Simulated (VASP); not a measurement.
# Sn in VASP: single point with PBE

Aim: the single point of Sn with PBE.

All numbers are computed with VASP 6.6.1; they aren't measurements. Logs are shortened: lines on timing, memory, paths and dates and some standing lists are left out, and cuts for length are marked.

### Step 1. The cell of the first run

The typed cell holds 5 atoms: a = 4.606 Å, b = 6.168 Å, c = 5.893 Å, α = 70.29°, β = 73.72°, γ = 77.29°.

The cell was built from a structure type or drawn by symmetry, and may not be a known phase.

### Step 2. Single point, PBE

INCAR reads:

```
SYSTEM = Sn
PREC = Accurate
ENCUT = 520
EDIFF = 1E-7
ISMEAR = 0
SIGMA = 0.1
LREAL = .False.
LASPH = .True.
NELM = 60
ALGO = Fast
ISIF = 2
LWAVE = .False.
LCHARG = .True.
GGA = PE
LELF = .True.
LVHAR = .True.
NBANDS = 43
```

KPOINTS reads:

```
regular mesh
0
Gamma
  8 8 8
  0 0 0
```

POSCAR reads:

```
Sn
1.0
    4.6052748131     -0.0198469407      0.0739368201
    1.3843044128      6.0099039879     -0.0946727233
    1.5735766108      1.7623138860      5.3988324495
Sn
5
Direct
    0.0574850903      0.1142811818      0.7870930137
    0.6392380937      1.0000001204      0.3691172517
    0.5684980688      0.7523834759      0.9942505095
    0.1502959579      0.6381493110      0.5763709440
    0.1039380523      0.3761794758      0.1817159488
```

Potentials or basis: VASP PAW PBE potentials, release 64 (Sn_d).

Launch:

```
$ cat potpaw_PBE.64/Sn_d/POTCAR > POTCAR
$ mpirun -np 1 vasp_std > vasp.out
```

OUTCAR:

```text
SYSTEM = Sn
   PREC = Accurate
   ENCUT = 520
   EDIFF = 1E-7
   ISMEAR = 0
   LREAL = .False.
   LASPH = .True.
   NELM = 60
   ISIF = 2
   GGA = PE

 ion  position               nearest neighbor table
   1  0.057  0.114  0.787-   3 3.08   4 3.13   3 3.22   2 3.22   5 3.32   5 3.35   2 3.35   4 3.46

   2  0.639  0.000  0.369-   4 3.08   5 3.16   3 3.20   5 3.21   4 3.22   1 3.22   1 3.35   3 3.43

   3  0.568  0.752  0.994-   1 3.08   5 3.16   2 3.20   5 3.21   1 3.22   4 3.22   4 3.35   2 3.43

   4  0.150  0.638  0.576-   2 3.08   1 3.13   2 3.22   3 3.22   5 3.32   5 3.35   3 3.35   1 3.46

   5  0.104  0.376  0.182-   2 3.16   3 3.16   3 3.21   2 3.21   1 3.32   4 3.32   4 3.35   1 3.35

  LATTYP: Found a triclinic cell.
 ALAT       =     6.1679986686
 B/A-ratio  =     1.9604953059
 C/A-ratio  =     1.1262463327
 COS(alpha) =     0.0232471394
 COS(beta)  =     0.6018062787
 COS(gamma) =     0.7582112239

  Lattice vectors:

 A1 = (   1.3843044128,   6.0099039879,  -0.0946727233)
 A2 = (   7.5631558367,   7.7523709332,   5.3780965463)
 A3 = (  -0.1892721980,   4.2475901019,  -5.4935051728)

Analysis of symmetry for initial positions (statically):
=====================================================================
 Subroutine PRICEL returns:
 Original cell was already a primitive cell.

 Routine SETGRP: Setting up the symmetry group for a
 triclinic supercell.

 Subroutine GETGRP returns: Found  1 space group operations
 (whereof  1 operations were pure point group operations)
 out of a pool of  2 trial point group operations.

The static configuration has the point symmetry C_1 .

Analysis of symmetry for dynamics (positions and initial velocities):
=====================================================================
 Subroutine PRICEL returns:
 Original cell was already a primitive cell.

 Routine SETGRP: Setting up the symmetry group for a
 triclinic supercell.

 Subroutine GETGRP returns: Found  1 space group operations
 (whereof  1 operations were pure point group operations)
 out of a pool of  2 trial point group operations.

The dynamic configuration has the point symmetry C_1 .

 Subroutine INISYM returns: Found  1 space group operations
 (whereof  1 operations are pure point group operations),
 and found     1 'primitive' translations

----------------------------------------------------------------------------------------

                                     Primitive cell

  volume of cell :     149.8257

  direct lattice vectors                    reciprocal lattice vectors
     4.605274813 -0.019846941  0.073936820     0.217675018 -0.050876474 -0.046837534
     1.384304413  6.009903988 -0.094672723     0.001584843  0.165170361 -0.054377663
     1.573576611  1.762313886  5.398832450    -0.002953260  0.003593142  0.184913117

  length of vectors
     4.605911056  6.167998669  5.893155810     0.228395673  0.173898506  0.184971601

  position of ions in fractional coordinates (direct lattice)
     0.057485090  0.114281182  0.787093014
     0.639238094  0.000000120  0.369117252
     0.568498069  0.752383476  0.994250509
     0.150295958  0.638149311  0.576370944
     0.103938052  0.376179476  0.181715949

  ion indices of the primitive-cell ions
   primitive index   ion index
                 1           1
                 2           2
                 3           3
                 4           4
                 5           5

----------------------------------------------------------------------------------------

 KPOINTS: regular mesh

Automatic generation of k-mesh.
 Grid dimensions read from file:
 generate k-points for:    8    8    8

 Generating k-lattice:

  Cartesian coordinates                     Fractional coordinates (reciprocal lattice)
     0.027209377 -0.006359559 -0.005854692     0.125000000 -0.000000000  0.000000000
     0.000198105  0.020646295 -0.006797208     0.000000000  0.125000000 -0.000000000
    -0.000369158  0.000449143  0.023114140     0.000000000  0.000000000  0.125000000

  Length of vectors
     0.028549459  0.021737313  0.023121450

  Shift w.r.t. Gamma in fractional coordinates (k-lattice)
     0.000000000  0.000000000  0.000000000

 Subroutine IBZKPT returns following result:
 ===========================================

 Found    260 irreducible k-points:

 Following reciprocal coordinates:
            Coordinates               Weight
  0.000000  0.000000  0.000000      1.000000
  0.125000 -0.000000 -0.000000      2.000000
  0.250000 -0.000000 -0.000000      2.000000
  0.375000 -0.000000 -0.000000      2.000000
  0.500000 -0.000000 -0.000000      1.000000
 -0.000000  0.125000 -0.000000      2.000000
[... 16 lines left out ...]
  0.125000  0.375000  0.000000      2.000000
  0.250000  0.375000  0.000000      2.000000
 [... further k-points ...]
   k-points           NKPTS =    260   k-points in BZ     NKDIM =    260   number of bands    NBANDS=     43
   number of dos      NEDOS =    301   number of ions     NIONS =      5
   total plane-waves  NPLWV =  82944
   dimension x,y,z NGX =    36 NGY =   48 NGZ =   48
   dimension x,y,z NGXF=    72 NGYF=   96 NGZF=   96
   ions per type =               5
   NGX,Y,Z   is equivalent  to a cutoff of  12.99, 12.94, 13.54 a.u.
   NGXF,Y,Z  is equivalent  to a cutoff of  25.99, 25.87, 27.08 a.u.
 SYSTEM =  Sn
   PREC   = accura    normal or accurate (medium, high low for compatibility)
   ISTART =      0    job   : 0-new  1-cont  2-samecut
   ICHARG =      2    charge: 1-file 2-atom 10-const
   ISPIN  =      1    spin polarized calculation?
   LNONCOLLINEAR =      F non collinear calculations
   LSORBIT =      F    spin-orbit coupling
   LASPH  =      T    aspherical Exc in radial PAW
   ENCUT  =  520.0 eV  38.22 Ry    6.18 a.u.   8.56 11.47 10.96*2*pi/ulx,y,z
   NELM   =     60;   NELMIN=  2; NELMDL= -5     # of ELM steps
   EDIFF  = 0.1E-06   stopping-criterion for ELM
   LREAL  =      F    real-space projection
   EDIFFG = 0.1E-05   stopping-criterion for IOM
   NSW    =      0    number of steps for IOM
   IBRION =     -1    ionic relax: 0-MD 1-quasi-New 2-CG
   NFREE  =      0    steps in history (QN), initial steepest desc. (CG)
   ISIF   =      2    stress and relaxation
   ISYM   =      2    0-nonsym 1-usesym 2-fastsym
   POTIM  = 0.5000    time-step for ionic-motion
   TEBEG  =    0.0;   TEEND  =   0.0 temperature during run
   PSTRESS=    0.0 pullay stress
   NELECT =      70.0000    total number of electrons
   NUPDOWN=      -1.0000    fix difference up-down
   EMIN   =  10.00;   EMAX   =-10.00  energy-range for DOS
   EFERMI =   0.00;   METHOD = LEGACY
   ISMEAR =     0;   SIGMA  =   0.10  broadening in eV -4-tet -1-fermi 0-gaus
   EFERMI_NEDOS =   21; number of points for ismear=-14 and -15
   IALGO  =     68    algorithm
   IMIX   =      4    mixing-type and parameters
     AMIX     =   0.40;   BMIX     =  1.00
     AMIX_MAG =   1.60;   BMIX_MAG =  1.00
  volume/ion in A,a.u.               =      29.97       202.21
  Fermi-wavevector in a.u.,A,eV,Ry     =   1.270317  2.400551 21.955791  1.613705
  Thomas-Fermi vector in A             =   2.403311
   LORBIT       =      0    0 simple, 1 ext, 2 COOP (PROOUT), +10 PAW based schemes
   GGA     = PE    functional components
   LHFCALC =     F    Hartree Fock is set to
   AEXX    =    0.0000 exact exchange contribution
   IVDW    =     0    specifies the selected vdW correction
   LEPSILON=     F    determine dielectric tensor
   LRPA    =     F    only Hartree local field effects (RPA)
 non-spin polarized calculation
 RMM-DIIS sequential band-by-band and
 Gauss-broadening in eV      SIGMA  =   0.10
  energy-cutoff  :      520.00
  volume of cell :      149.83
 maximum number of plane-waves:      4062
 NGX is ok and might be reduce to    36
   NGX = 17   NGY = 23   NGZ = 21

 number of electron      69.9999992 magnetization

 Free energy of the ion-electron system (eV)
  ---------------------------------------------------
  ext. energy  EPLUGINS =         0.00000000
  ---------------------------------------------------
  free energy    TOTEN  =       -18.74356349 eV

  energy without entropy =      -18.73195666  energy(sigma->0) =      -18.73776007

 E-fermi :   6.9101     XC(G=0):  -9.8020

 val. band max:        6.9090533048   @ k =  -0.2500  -0.2500   0.2500
 cond. band min:       6.9138413339   @ k =   0.5000   0.1250   0.0000
 fundamental gap:      0.0047880291
 Fermi energy:         6.9100539001

 k-point     1 :       0.0000    0.0000    0.0000
  band No.  band energies     occupation
      1     -14.6753      2.00000
      2     -14.6385      2.00000
      3     -14.6289      2.00000
      4     -14.6153      2.00000
      5     -14.6120      2.00000
      6     -14.5935      2.00000
[... 35 lines left out ...]
     42      10.8435      0.00000
     43      11.6472      0.00000

 k-point     2 :       0.1250   -0.0000   -0.0000
  band No.  band energies     occupation
      1     -14.6663      2.00000
      2     -14.6401      2.00000
      3     -14.6272      2.00000
      4     -14.6212      2.00000
      5     -14.6007      2.00000
      6     -14.5927      2.00000
[... 35 lines left out ...]
     42      10.4108      0.00000
     43      11.3742      0.00000

 k-point     3 :       0.2500   -0.0000   -0.0000
  band No.  band energies     occupation
      1     -14.6450      2.00000
      2     -14.6370      2.00000
      3     -14.6308      2.00000
      4     -14.6159      2.00000
      5     -14.5946      2.00000
      6     -14.5842      2.00000
[... 35 lines left out ...]
     42      11.6718      0.00000
     43      12.4018      0.00000

 k-point     4 :       0.3750   -0.0000   -0.0000
  band No.  band energies     occupation
      1     -14.6384      2.00000
      2     -14.6363      2.00000
      3     -14.6113      2.00000
      4     -14.6044      2.00000
      5     -14.5912      2.00000
      6     -14.5807      2.00000
[... 863 lines left out ...]
     42      10.7981      0.00000
     43      11.3655      0.00000

 k-point    23 :       0.1250    0.3750    0.0000
  band No.  band energies     occupation
      1     -14.6821      2.00000
      2     -14.6433      2.00000
      3     -14.6314      2.00000
      4     -14.6046      2.00000
      5     -14.5921      2.00000
      6     -14.5900      2.00000
[... 35 lines left out ...]
     42      11.3266      0.00000
     43      11.8355      0.00000

 k-point    24 :       0.2500    0.3750    0.0000
  band No.  band energies     occupation
      1     -14.6647      2.00000
      2     -14.6401      2.00000
      3     -14.6287      2.00000
      4     -14.6058      2.00000
      5     -14.5929      2.00000
      6     -14.5842      2.00000
[... 35 lines left out ...]
     42      11.2787      0.00000
     43      12.1275      0.00000

 [... further k-points ...]
[... 5 lines left out ...]
  --------------------------------------------------------------------------------------
  -------------------------------------------------------------------------------------
  Total       -0.0574231     -0.0499170     -0.0619027     -0.0082136     -0.0008603     -0.0000685
  in kB       -0.6140603     -0.5337927     -0.6619633     -0.0878328     -0.0091992     -0.0007326
  external PRESSURE =      -0.6032721 kB  Pullay stress =       0.0000000 kB

 VOLUME and BASIS-vectors are now :
 -----------------------------------------------------------------------------
  energy-cutoff  :      520.00
  volume of cell :      149.83
      direct lattice vectors                 reciprocal lattice vectors
     4.605274813 -0.019846941  0.073936820     0.217675018 -0.050876474 -0.046837534
     1.384304413  6.009903988 -0.094672723     0.001584843  0.165170361 -0.054377663
     1.573576611  1.762313886  5.398832450    -0.002953260  0.003593142  0.184913117

 POSITION                                       TOTAL-FORCE (eV/Angst)
 -----------------------------------------------------------------------------------
      1.66149      2.07278      4.24281        -0.002228      0.002528     -0.000701
      3.52470      0.63781      2.04007         0.000452      0.000873     -0.001418
      5.22415      6.26265      5.33859         0.000511     -0.001135      0.001452
      2.48251      4.84798      3.06243         0.001710     -0.002619      0.000297
      1.28535      2.57898      0.95312        -0.000444      0.000353      0.000369
 -----------------------------------------------------------------------------------
    total drift:                                0.000059     -0.000457     -0.000233

  FREE ENERGIE OF THE ION-ELECTRON SYSTEM (eV)
  ---------------------------------------------------
  free  energy   TOTEN  =       -18.7435634907 eV

  energy  without entropy=      -18.7319566582  energy(sigma->0) =      -18.73776007
```

Run time: 38 min. Hardware: 1 thread of Oxide Virtual Turin-like, shared host; peak memory 1.1 GiB.

Results:

- Free energy: -18.7436 eV
- Pressure: -0.1 GPa
- Largest force: 0.003 eV/Å
- Band gap on the k mesh: zero (bands 35 and 36 overlap by 1.71 eV)

Forces in eV/Å, atoms in the order of the input:
```
Sn  -0.002  0.003 -0.001
Sn   0.000  0.001 -0.001
Sn   0.001 -0.001  0.001
Sn   0.002 -0.003  0.000
Sn   0.000  0.000  0.000
```

Caveat: spin-orbit coupling is left out, which moves the levels of the heavy elements.
